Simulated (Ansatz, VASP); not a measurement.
PbSe2 in VASP and in Ansatz

```
Pb Se
1.0
     6.77815    0.00000    0.00000
    -3.38908    5.87005    0.00000
     0.00000    0.00000   11.52790
Pb Se
4 8
Cartesian
  3.3891 1.9567 10.8022
  3.3891 1.9567 6.4897
  0.0000 3.9134 0.7257
  0.0000 3.9134 5.0382
  -1.4007 2.4261 0.0000
  1.4007 2.4261 5.7640
  3.9767 0.0000 5.7640
  1.9883 3.4439 0.0000
  -1.9883 3.4439 5.7640
  3.3891 1.9567 8.6459
  0.0000 3.9134 2.8820
  2.8015 0.0000 0.0000
```

Alike in both runs: task single point; functional r2SCAN; k mesh 3 × 3 × 2; occupations gaussian, width 0.1 eV; no spin polarisation.

```csv
,VASP,Ansatz
version,VASP 6.6.1,Ansatz 0.2.0
potentials or method,"VASP PAW PBE potentials, release 64 (Pb_d, Se), cutoff 520 eV","scalar-relativistic, plane waves, PAW"
valence electrons in the cell,104,184
```

Ansatz gave:

```
gap on the k mesh at the Fermi level (eV) : 1.01
least direct gap on the mesh (eV)         : 1.01
rms of the force components (eV/Å)        : 2.518
```

Task: Which values does VASP return?

Result: gap on the k mesh at the Fermi level (eV): 0.99; least direct gap on the mesh (eV): 0.99; rms of the force components (eV/Å): 2.515.

VASP's potentials were made for PBE, not for r2SCAN. Atom by atom the forces differ by 0.005 eV/Å (rms over components). VASP's potentials hold 104 valence electrons a cell and Ansatz's 184, so a difference there can come from the potentials and not from the codes.

Spin-orbit coupling is off throughout.
